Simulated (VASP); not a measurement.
MgCdTe3:

```
Mg Cd Te
1.0
     5.32468    0.00000    0.00000
     0.00000    5.32468    0.00000
     0.00000    0.00000    5.32468
Mg Cd Te
1 1 3
Direct
  0.50000 0.50000 0.50000
  0.00000 0.00000 0.00000
  0.00000 0.50000 0.50000
  0.50000 0.00000 0.50000
  0.50000 0.50000 0.00000
```

```yaml
Program: VASP 6.6.1
Task: relaxation of cell and atoms
Functional: PBE
Potentials_or_basis: VASP PAW PBE potentials, release 64 (Mg, Cd, Te)
Cutoff: 600 eV
k_mesh: 8 × 8 × 8
Occupations: gaussian, width 0.1 eV
Spin: no spin polarisation
```

At the start: pressure 3.4 GPa; volume 30.19 Å³/atom.

Task: Where does the relaxation end?

Result: Over 3 steps the energy falls by 30.1 meV/atom and the volume is 33.29 Å³/atom (+10.3 %); space group Pm-3m (No. 221, to 0.05 Å).

Step by step:
```csv
step,energy change (eV),largest force (eV/Å),pressure (GPa),volume (Å³)
1,0.0000,0.0000,3.44,150.97
2,-0.1504,0.0000,0.14,165.58
3,-0.1507,0.0000,-0.01,166.45
```

Final structure:
```
CELL_PARAMETERS angstrom
5.50084 0.00000 0.00000
0.00000 5.50084 0.00000
0.00000 0.00000 5.50084
ATOMIC_POSITIONS crystal
Mg 0.50000 0.50000 0.50000
Cd 0.00000 0.00000 0.00000
Te 0.00000 0.50000 0.50000
Te 0.50000 0.00000 0.50000
Te 0.50000 0.50000 0.00000
```
